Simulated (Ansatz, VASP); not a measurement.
# Sr2FeCl: VASP beside Ansatz

```
Fe Cl Sr
1.0
     2.00480    3.47241    0.00000
    -2.00480    3.47241    0.00000
     0.00000   -2.31494    8.20345
Fe Cl Sr
1 1 2
Direct
  0.50000 0.50000 0.50000
  0.00000 0.00000 0.00000
  0.24393 0.24393 0.73178
  0.75607 0.75607 0.26822
```

Alike in both runs: functional PBE; k mesh 8 × 8 × 8; no spin polarisation.

Ansatz relaxed the structure, and its values are those at the end. VASP's run is a single point on that final structure, the one shown.

|  | VASP | Ansatz |
| --- | --- | --- |
| version | VASP 6.6.1 | Ansatz 0.2.0 |
| potentials or method | VASP PAW PBE potentials, release 64 (Fe, Cl, Sr_sv), cutoff 520 eV | PAW plane waves |
| occupations | fermi-dirac, width 0.1 eV | fermi-dirac |
| valence electrons in the cell | 35 | 43 |

```tsv
	VASP	Ansatz	Ansatz less VASP
gap on the k mesh at the Fermi level (eV)	none	none	-
pressure (GPa)	0.0	0.0	-0.03
rms of the force components (eV/Å)	0.004	0.002	-0.0017
```

A gap of «none» marks a metal or a gap that the smearing closes. VASP's potentials hold 35 valence electrons a cell and Ansatz's 43, so a difference there can come from the potentials and not from the codes. Ansatz's warnings: structure snapped to symmetry.
